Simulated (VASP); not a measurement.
**MgO: single point with RPBE**

MgO:

```
Mg O
1.0
     0.00000    2.10713    2.10713
     2.10713    0.00000    2.10713
     2.10713    2.10713    0.00000
Mg O
1 1
Direct
  0.00000 0.00000 0.00000
  0.50000 0.50000 0.50000
```

```yaml
Program: VASP 6.6.1
Task: single point
Functional: RPBE
Potentials_or_basis: VASP PAW PBE potentials, release 64 (Mg, O)
Cutoff: 520 eV
k_mesh: 10 × 10 × 10
Occupations: gaussian, width 0.02 eV
Spin: no spin polarisation
```

The pressure is 8.4 GPa and the band gap on the k mesh is 4.81 eV.

Levels at points of the mesh, in eV from the valence-band top:
| k point | band 1 | band 2 | band 3 | band 4 | band 5 | band 6 | band 7 | band 8 | band 9 |
| --- | --- | --- | --- | --- | --- | --- | --- | --- | --- |
| (0.00, 0.00, 0.00) | -17.33 | 0.00 | 0.00 | 0.00 | 4.81 | 15.92 | 15.92 | 15.92 | 19.79 |
| (0.50, 0.00, 0.00) | -16.07 | -4.57 | -0.65 | -0.65 | 7.99 | 12.72 | 16.45 | 16.45 | 21.08 |
| (0.50, 0.50, 0.00) | -15.82 | -4.05 | -1.34 | -1.34 | 9.23 | 10.14 | 13.20 | 19.13 | 19.13 |

It took 6.6 s on 1 thread of Intel(R) Xeon(R) Platinum 8559C (Emerald Rapids) (shared host), peak memory 0.14 GiB.

Caveat: the cell stands under pressure; the PAW data sets were made with another functional, which shifts forces and pressure a little. A hybrid or GW would open this gap; RPBE tends to underestimate it.
